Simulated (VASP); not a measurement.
# KTaO3 (Pm-3m) in VASP: notebook

The runs below take KTaO3 through single point, with PBEsol.

Program: VASP 6.6.1. These are calculated values, not measurements. Logs are shortened: lines on timing, memory, paths and dates and some standing lists are left out, and cuts for length are marked.

**1. The cell of the first run**

It takes space group Pm-3m (No. 221, cubic). The conventional cell has a = 3.907 Å, b = 3.907 Å, c = 3.907 Å, α = 90.00°, β = 90.00°, γ = 90.00°. Within 2.6 Å of Ta (site symmetry m-3m) lie 6 O at 1.95 Å. Within 3.6 Å of K (site symmetry m-3m) lie 12 O at 2.76 Å and 8 Ta at 3.38 Å. O (site symmetry 4/mmm) has 2 Ta at 1.95 Å within 2.6 Å.

**2. Single point, PBEsol (volume scaled by 0.94)**

INCAR reads:

```
SYSTEM = KTaO3
ALGO = Normal ; EDIFF = 1E-6
ENCUT = 520 ; GGA = PS
ISIF = 2 ; ISMEAR = -1
LASPH = .TRUE. ; LCHARG = .TRUE.
LELF = .TRUE. ; LREAL = .FALSE.
LVHAR = .TRUE. ; LWAVE = .FALSE.
NBANDS = 27 ; NELM = 100
PREC = Accurate ; SIGMA = 0.05
```

KPOINTS reads:

```
k-points
0
G
  7 7 7
  0 0 0
```

POSCAR reads:

```
KTaO3
1.0
    3.9068832774      0.0000000000      0.0000000000
    0.0000000000      3.9068832774      0.0000000000
    0.0000000000      0.0000000000      3.9068832774
Ta K O
1 1 3
Direct
    0.0000000000      0.0000000000      0.0000000000
    0.5000000000      0.5000000000      0.5000000000
    0.0000000000      0.0000000000      0.5000000000
    0.0000000000      0.5000000000      0.0000000000
    0.5000000000      0.0000000000      0.0000000000
```

Potentials or basis: VASP PAW PBE potentials, release 64 (Ta_pv, K_sv, O).

The run is started by

```console
$ cat potpaw_PBE.64/Ta_pv/POTCAR potpaw_PBE.64/K_sv/POTCAR potpaw_PBE.64/O/POTCAR > POTCAR
$ mpirun -np 1 vasp_std > vasp.out
```

OUTCAR:

```text
SYSTEM = KTaO3
   EDIFF = 1E-6
   ENCUT = 520
   GGA = PS
   ISIF = 2
   ISMEAR = -1
   LASPH = .TRUE.
   LREAL = .FALSE.
   NELM = 100
   PREC = Accurate

 ion  position               nearest neighbor table
   1  0.000  0.000  0.000-   3 1.95   4 1.95   5 1.95   3 1.95   4 1.95   5 1.95   2 3.38   2 3.38
                             2 3.38   2 3.38   2 3.38   2 3.38   2 3.38   2 3.38
   2  0.500  0.500  0.500-   3 2.76   4 2.76   5 2.76   4 2.76   5 2.76   3 2.76   5 2.76   5 2.76
                             3 2.76   4 2.76   4 2.76   3 2.76   1 3.38   1 3.38   1 3.38   1 3.38
   3  0.000  0.000  0.500-   1 1.95   1 1.95   2 2.76   2 2.76   2 2.76   2 2.76
   4  0.000  0.500  0.000-   1 1.95   1 1.95   2 2.76   2 2.76   2 2.76   2 2.76
   5  0.500  0.000  0.000-   1 1.95   1 1.95   2 2.76   2 2.76   2 2.76   2 2.76

  LATTYP: Found a simple cubic cell.
 ALAT       =     3.9068832774

  Lattice vectors:

 A1 = (   3.9068832774,   0.0000000000,   0.0000000000)
 A2 = (   0.0000000000,   3.9068832774,   0.0000000000)
 A3 = (   0.0000000000,   0.0000000000,   3.9068832774)

Analysis of symmetry for initial positions (statically):
=====================================================================
 Subroutine PRICEL returns:
 Original cell was already a primitive cell.

 Routine SETGRP: Setting up the symmetry group for a
 simple cubic supercell.

 Subroutine GETGRP returns: Found 48 space group operations
 (whereof 48 operations were pure point group operations)
 out of a pool of 48 trial point group operations.

The static configuration has the point symmetry O_h .

Analysis of symmetry for dynamics (positions and initial velocities):
=====================================================================
 Subroutine PRICEL returns:
 Original cell was already a primitive cell.

 Routine SETGRP: Setting up the symmetry group for a
 simple cubic supercell.

 Subroutine GETGRP returns: Found 48 space group operations
 (whereof 48 operations were pure point group operations)
 out of a pool of 48 trial point group operations.

The dynamic configuration has the point symmetry O_h .

 Subroutine INISYM returns: Found 48 space group operations
 (whereof 48 operations are pure point group operations),
 and found     1 'primitive' translations

----------------------------------------------------------------------------------------

                                     Primitive cell

  volume of cell :      59.6336

  direct lattice vectors                    reciprocal lattice vectors
     3.906883277  0.000000000  0.000000000     0.255958504  0.000000000  0.000000000
     0.000000000  3.906883277  0.000000000     0.000000000  0.255958504  0.000000000
     0.000000000  0.000000000  3.906883277     0.000000000  0.000000000  0.255958504

  length of vectors
     3.906883277  3.906883277  3.906883277     0.255958504  0.255958504  0.255958504

  position of ions in fractional coordinates (direct lattice)
     0.000000000  0.000000000  0.000000000
     0.500000000  0.500000000  0.500000000
     0.000000000  0.000000000  0.500000000
     0.000000000  0.500000000  0.000000000
     0.500000000  0.000000000  0.000000000

  ion indices of the primitive-cell ions
   primitive index   ion index
                 1           1
                 2           2
                 3           3
                 4           4
                 5           5

----------------------------------------------------------------------------------------

 KPOINTS: k-points

Automatic generation of k-mesh.
 Grid dimensions read from file:
 generate k-points for:    7    7    7

 Generating k-lattice:

  Cartesian coordinates                     Fractional coordinates (reciprocal lattice)
     0.036565501  0.000000000  0.000000000     0.142857143  0.000000000  0.000000000
     0.000000000  0.036565501  0.000000000     0.000000000  0.142857143  0.000000000
     0.000000000  0.000000000  0.036565501     0.000000000  0.000000000  0.142857143

  Length of vectors
     0.036565501  0.036565501  0.036565501

  Shift w.r.t. Gamma in fractional coordinates (k-lattice)
     0.000000000  0.000000000  0.000000000

 Subroutine IBZKPT returns following result:
 ===========================================

 Found     20 irreducible k-points:

 Following reciprocal coordinates:
            Coordinates               Weight
  0.000000  0.000000  0.000000      1.000000
  0.142857  0.000000  0.000000      6.000000
  0.285714  0.000000  0.000000      6.000000
  0.428571  0.000000  0.000000      6.000000
  0.142857  0.142857  0.000000     12.000000
  0.285714  0.142857  0.000000     24.000000
[... 12 lines left out ...]
  0.428571  0.428571  0.285714     24.000000
  0.428571  0.428571  0.428571      8.000000
   k-points           NKPTS =     20   k-points in BZ     NKDIM =     20   number of bands    NBANDS=     27
   number of dos      NEDOS =    301   number of ions     NIONS =      5
   total plane-waves  NPLWV =  27000
   dimension x,y,z NGX =    30 NGY =   30 NGZ =   30
   dimension x,y,z NGXF=    60 NGYF=   60 NGZF=   60
   ions per type =               1   1   3
   NGX,Y,Z   is equivalent  to a cutoff of  12.77, 12.77, 12.77 a.u.
   NGXF,Y,Z  is equivalent  to a cutoff of  25.53, 25.53, 25.53 a.u.
 SYSTEM =  KTaO3
   PREC   = accura    normal or accurate (medium, high low for compatibility)
   ISTART =      0    job   : 0-new  1-cont  2-samecut
   ICHARG =      2    charge: 1-file 2-atom 10-const
   ISPIN  =      1    spin polarized calculation?
   LNONCOLLINEAR =      F non collinear calculations
   LSORBIT =      F    spin-orbit coupling
   LASPH  =      T    aspherical Exc in radial PAW
   ENCUT  =  520.0 eV  38.22 Ry    6.18 a.u.   7.26  7.26  7.26*2*pi/ulx,y,z
   NELM   =    100;   NELMIN=  2; NELMDL= -5     # of ELM steps
   EDIFF  = 0.1E-05   stopping-criterion for ELM
   LREAL  =      F    real-space projection
   EDIFFG = 0.1E-04   stopping-criterion for IOM
   NSW    =      0    number of steps for IOM
   IBRION =     -1    ionic relax: 0-MD 1-quasi-New 2-CG
   NFREE  =      0    steps in history (QN), initial steepest desc. (CG)
   ISIF   =      2    stress and relaxation
   ISYM   =      2    0-nonsym 1-usesym 2-fastsym
   POTIM  = 0.5000    time-step for ionic-motion
   TEBEG  =    0.0;   TEEND  =   0.0 temperature during run
   PSTRESS=    0.0 pullay stress
   NELECT =      38.0000    total number of electrons
   NUPDOWN=      -1.0000    fix difference up-down
   EMIN   =  10.00;   EMAX   =-10.00  energy-range for DOS
   EFERMI =   0.00;   METHOD = LEGACY
   ISMEAR =    -1;   SIGMA  =   0.05  broadening in eV -4-tet -1-fermi 0-gaus
   EFERMI_NEDOS =   21; number of points for ismear=-14 and -15
   IALGO  =     38    algorithm
   IMIX   =      4    mixing-type and parameters
     AMIX     =   0.40;   BMIX     =  1.00
     AMIX_MAG =   1.60;   BMIX_MAG =  1.00
  volume/ion in A,a.u.               =      11.93        80.49
  Fermi-wavevector in a.u.,A,eV,Ry     =   1.408766  2.662182 27.002425  1.984622
  Thomas-Fermi vector in A             =   2.530891
   LORBIT       =      0    0 simple, 1 ext, 2 COOP (PROOUT), +10 PAW based schemes
   GGA     = PS    functional components
   LHFCALC =     F    Hartree Fock is set to
   AEXX    =    0.0000 exact exchange contribution
   IVDW    =     0    specifies the selected vdW correction
   LEPSILON=     F    determine dielectric tensor
   LRPA    =     F    only Hartree local field effects (RPA)
 non-spin polarized calculation
  energy-cutoff  :      520.00
  volume of cell :       59.63
 maximum number of plane-waves:      1622
 NGX is ok and might be reduce to    30
   NGX = 15   NGY = 15   NGZ = 15

 number of electron      38.0000009 magnetization

 Free energy of the ion-electron system (eV)
  ---------------------------------------------------
  ext. energy  EPLUGINS =         0.00000000
  ---------------------------------------------------
  free energy    TOTEN  =       -42.74576373 eV

  energy without entropy =      -42.74576373  energy(sigma->0) =      -42.74576373

 E-fermi :   3.2426     XC(G=0): -11.4694

 val. band max:        2.0334082654   @ k =   0.4286   0.4286   0.4286
 cond. band min:       4.3049833445   @ k =   0.0000   0.0000   0.0000
 fundamental gap:      2.2715750791
 Fermi energy:         3.2425811152

 k-point     1 :       0.0000    0.0000    0.0000
  band No.  band energies     occupation
      1     -31.6949      2.00000
      2     -31.6949      2.00000
      3     -31.6949      2.00000
      4     -24.9801      2.00000
      5     -15.6141      2.00000
      6     -14.8748      2.00000
[... 19 lines left out ...]
     26       9.9988      0.00000
     27       9.9988      0.00000

 k-point     2 :       0.1429    0.0000    0.0000
  band No.  band energies     occupation
      1     -31.7187      2.00000
      2     -31.6940      2.00000
      3     -31.6940      2.00000
      4     -24.9721      2.00000
      5     -15.5566      2.00000
      6     -14.8698      2.00000
[... 19 lines left out ...]
     26      10.2755      0.00000
     27      10.5868      0.00000

 k-point     3 :       0.2857    0.0000    0.0000
  band No.  band energies     occupation
      1     -31.7713      2.00000
      2     -31.6919      2.00000
      3     -31.6919      2.00000
      4     -24.9540      2.00000
      5     -15.5219      2.00000
      6     -14.8574      2.00000
[... 19 lines left out ...]
     26      10.9479      0.00000
     27      12.1663      0.00000

 k-point     4 :       0.4286    0.0000    0.0000
  band No.  band energies     occupation
      1     -31.8129      2.00000
      2     -31.6902      2.00000
      3     -31.6902      2.00000
      4     -24.9396      2.00000
      5     -15.5393      2.00000
      6     -14.8475      2.00000
[... 19 lines left out ...]
     26      11.5293      0.00000
     27      12.6121      0.00000
[... 396 lines left out ...]
      4     -24.9146      2.00000
      5     -14.5225      2.00000
      6     -14.1973      2.00000
[... 19 lines left out ...]
     26      13.0949      0.00000
     27      13.6590      0.00000

 k-point    19 :       0.4286    0.4286    0.2857
  band No.  band energies     occupation
      1     -31.8029      2.00000
      2     -31.8027      2.00000
      3     -31.7602      2.00000
      4     -24.9075      2.00000
      5     -14.3423      2.00000
      6     -13.8383      2.00000
[... 19 lines left out ...]
     26      13.4469      0.00000
     27      14.2916      0.00000

 k-point    20 :       0.4286    0.4286    0.4286
  band No.  band energies     occupation
      1     -31.8010      2.00000
      2     -31.8007      2.00000
      3     -31.8007      2.00000
      4     -24.9001      2.00000
      5     -13.8442      2.00000
      6     -13.7750      2.00000
[... 19 lines left out ...]
     26      13.3647      0.00000
     27      14.2554      0.00000

------------------------ aborting loop because EDIFF is reached ----------------------------------------

  FORCE on cell =-STRESS in cart. coord.  units (eV):
  Direction    XX          YY          ZZ          XY          YZ          ZX
  --------------------------------------------------------------------------------------
  -------------------------------------------------------------------------------------
  Total        5.5311134      5.5311134      5.5311134      0.0000000     -0.0000000      0.0000000
  in kB      148.6044567    148.6044567    148.6044567      0.0000000     -0.0000000      0.0000000
  external PRESSURE =     148.6044567 kB  Pullay stress =       0.0000000 kB

 VOLUME and BASIS-vectors are now :
 -----------------------------------------------------------------------------
  energy-cutoff  :      520.00
  volume of cell :       59.63
      direct lattice vectors                 reciprocal lattice vectors
     3.906883277  0.000000000  0.000000000     0.255958504  0.000000000  0.000000000
     0.000000000  3.906883277  0.000000000     0.000000000  0.255958504  0.000000000
     0.000000000  0.000000000  3.906883277     0.000000000  0.000000000  0.255958504

 POSITION                                       TOTAL-FORCE (eV/Angst)
 -----------------------------------------------------------------------------------
      0.00000      0.00000      0.00000         0.000000      0.000000      0.000000
      1.95344      1.95344      1.95344         0.000000      0.000000      0.000000
      0.00000      0.00000      1.95344         0.000000      0.000000      0.000000
      0.00000      1.95344      0.00000         0.000000      0.000000      0.000000
      1.95344      0.00000      0.00000         0.000000      0.000000      0.000000
 -----------------------------------------------------------------------------------
    total drift:                                0.000000     -0.000000      0.000000

  FREE ENERGIE OF THE ION-ELECTRON SYSTEM (eV)
  ---------------------------------------------------
  free  energy   TOTEN  =       -42.7457637349 eV

  energy  without entropy=      -42.7457637349  energy(sigma->0) =      -42.74576373
```

Wall time 44 s (1 thread of AMD EPYC 7R13, shared host); peak memory 0.16 GiB.

Results:

- Free energy: -42.7458 eV
- Pressure: 14.9 GPa
- Band gap on the k mesh: 2.27 eV, indirect (least direct gap 2.79 eV)

Caveat: the cell differs from its parent crystal (volume scaled by 0.94); the PAW data sets were made with another functional, which shifts forces and pressure a little; spin-orbit coupling is left out, which moves the levels of the heavy elements.

**3. Single point, PBEsol (volume scaled by 0.96)**

INCAR reads:

```
SYSTEM = KTaO3
  PREC = Accurate
  ENCUT = 520
  EDIFF = 1E-6
  ISMEAR = -1
  SIGMA = 0.05
  LREAL = .False.
  LASPH = .True.
  NELM = 80
  ALGO = Normal
  ISIF = 2
  LWAVE = .False.
  LCHARG = .False.
  GGA = PS
  NBANDS = 27
```

KPOINTS reads:

```
regular mesh
0
Gamma
  7 7 7
  0 0 0
```

POSCAR: that of step 2 with these lines changed.

```diff
@@ -2,5 +2,5 @@
 1.0
-    3.9068832774      0.0000000000      0.0000000000
-    0.0000000000      3.9068832774      0.0000000000
-    0.0000000000      0.0000000000      3.9068832774
+    3.9343974464      0.0000000000      0.0000000000
+    0.0000000000      3.9343974464      0.0000000000
+    0.0000000000      0.0000000000      3.9343974464
 Ta K O
```

Potentials or basis: VASP PAW PBE potentials, release 64 (Ta_pv, K_sv, O).

The run is started by

```console
$ cat potpaw_PBE.64/Ta_pv/POTCAR potpaw_PBE.64/K_sv/POTCAR potpaw_PBE.64/O/POTCAR > POTCAR
$ mpirun -np 1 vasp_std > vasp.out
```

Run time: 51 s. Hardware: 1 thread of AMD EPYC 7R13, shared host; peak memory 0.16 GiB.

It converged, with:

* Free energy: -42.8434 eV
* Pressure: 9.5 GPa
* Band gap on the k mesh: 2.23 eV, indirect (least direct gap 2.77 eV)

Levels at points of the mesh, in eV from the valence-band top:
| k point | band 17 | band 18 | band 19 | band 20 | band 21 | band 22 |
| --- | --- | --- | --- | --- | --- | --- |
| (0.00, 0.00, 0.00) | -0.54 | -0.54 | -0.54 | 2.23 | 2.23 | 2.23 |

Caveat: the cell differs from its parent crystal (volume scaled by 0.96); the PAW data sets were made with another functional, which shifts forces and pressure a little; spin-orbit coupling is left out, which moves the levels of the heavy elements. A k mesh can miss the band edges.

**4. Single point, PBEsol (volume scaled by 0.98)**

INCAR reads:

```
SYSTEM = KTaO3
PREC = Accurate
ENCUT = 520
EDIFF = 1E-6
ISMEAR = -1
SIGMA = 0.05
LREAL = .FALSE.
LASPH = .TRUE.
NELM = 60
ALGO = Normal
ISIF = 2
LWAVE = .FALSE.
LCHARG = .FALSE.
GGA = PS
NBANDS = 27
```

KPOINTS reads:

```
regular mesh
0
G
  7 7 7
  0 0 0
```

POSCAR: that of step 3 with these lines changed.

```diff
@@ -2,5 +2,5 @@
 1.0
-    3.9343974464      0.0000000000      0.0000000000
-    0.0000000000      3.9343974464      0.0000000000
-    0.0000000000      0.0000000000      3.9343974464
+    3.9615320794      0.0000000000      0.0000000000
+    0.0000000000      3.9615320794      0.0000000000
+    0.0000000000      0.0000000000      3.9615320794
 Ta K O
```

The run is started by

```console
$ cat potpaw_PBE.64/Ta_pv/POTCAR potpaw_PBE.64/K_sv/POTCAR potpaw_PBE.64/O/POTCAR > POTCAR
$ mpirun -np 1 vasp_std > vasp.out
```

Wall time 57 s (1 thread of AMD EPYC 7R13, shared host); peak memory 0.16 GiB.

It converged, with:

* Free energy: -42.9003 eV
* Pressure: 4.6 GPa
* Band gap on the k mesh: 2.19 eV, indirect (least direct gap 2.74 eV)

Levels at points of the mesh, in eV from the valence-band top:
```csv
k point,band 16,band 17,band 18,band 19,band 20,band 21,band 22,band 23
"(0.00, 0.00, 0.00)",-1.05,-0.55,-0.55,-0.55,2.19,2.19,2.19,6.66
```

Caveat: the cell differs from its parent crystal (volume scaled by 0.98); the PAW data sets were made with another functional, which shifts forces and pressure a little; spin-orbit coupling is left out, which moves the levels of the heavy elements. A k mesh can miss the band edges.

**5. Single point, PBEsol**

This run uses another cell than the first one, of 12.69 Å³/atom, 1.064 times its volume.

INCAR reads:

```
SYSTEM = KTaO3
  ALGO = Normal
  EDIFF = 1E-6
  ENCUT = 520
  GGA = PS
  ISIF = 2
  ISMEAR = -1
  LASPH = .TRUE.
  LCHARG = .FALSE.
  LREAL = .FALSE.
  LWAVE = .FALSE.
  NBANDS = 27
  NELM = 100
  PREC = Accurate
  SIGMA = 0.05
```

KPOINTS reads:

```
k-points
0
G
  7 7 7
  0 0 0
```

POSCAR: that of step 4 with these lines changed.

```diff
@@ -2,5 +2,5 @@
 1.0
-    3.9615320794      0.0000000000      0.0000000000
-    0.0000000000      3.9615320794      0.0000000000
-    0.0000000000      0.0000000000      3.9615320794
+    3.9883000000      0.0000000000      0.0000000000
+    0.0000000000      3.9883000000      0.0000000000
+    0.0000000000      0.0000000000      3.9883000000
 Ta K O
```

The run is started by

```console
$ cat potpaw_PBE.64/Ta_pv/POTCAR potpaw_PBE.64/K_sv/POTCAR potpaw_PBE.64/O/POTCAR > POTCAR
$ mpirun -np 1 vasp_std > vasp.out
```

It took 57 s on 1 thread of AMD EPYC 7R13, shared host; peak memory 0.16 GiB.

Results (log left out):

```yaml
Free_energy: -42.9210 eV
Pressure: 0.3 GPa
Band_gap_on_the_k_mesh: 2.14 eV, indirect (least direct gap 2.71 eV)
```

Levels at points of the mesh, in eV from the valence-band top:
```csv
k point,band 17,band 18,band 19,band 20,band 21,band 22
"(0.00, 0.00, 0.00)",-0.56,-0.56,-0.56,2.14,2.14,2.14
```

Caveat: the PAW data sets were made with another functional, which shifts forces and pressure a little; spin-orbit coupling is left out, which moves the levels of the heavy elements. A k mesh can miss the band edges.

**6. Summary**

| cell | gap on the mesh (eV) | pressure (GPa) |
| --- | --- | --- |
| a = 3.907 Å, 5 atoms | 2.27 | 14.9 |
| a = 3.934 Å, 5 atoms | 2.23 | 9.5 |
| a = 3.962 Å, 5 atoms | 2.19 | 4.6 |
| a = 3.988 Å, 5 atoms | 2.14 | 0.3 |

Alike in all rows: task single point; level PBEsol; potentials or basis VASP PAW PBE potentials, release 64 (Ta_pv, K_sv, O); no spin polarisation; k mesh 7 × 7 × 7; cutoff (eV) 520; smearing fermi-dirac 0.05 eV.

Caveats: the PAW data sets were made with another functional, which shifts forces and pressure a little; spin-orbit coupling is left out, which moves the levels of the heavy elements.

Total energies depend on the potentials used, so only differences within one code and one set of settings carry meaning.
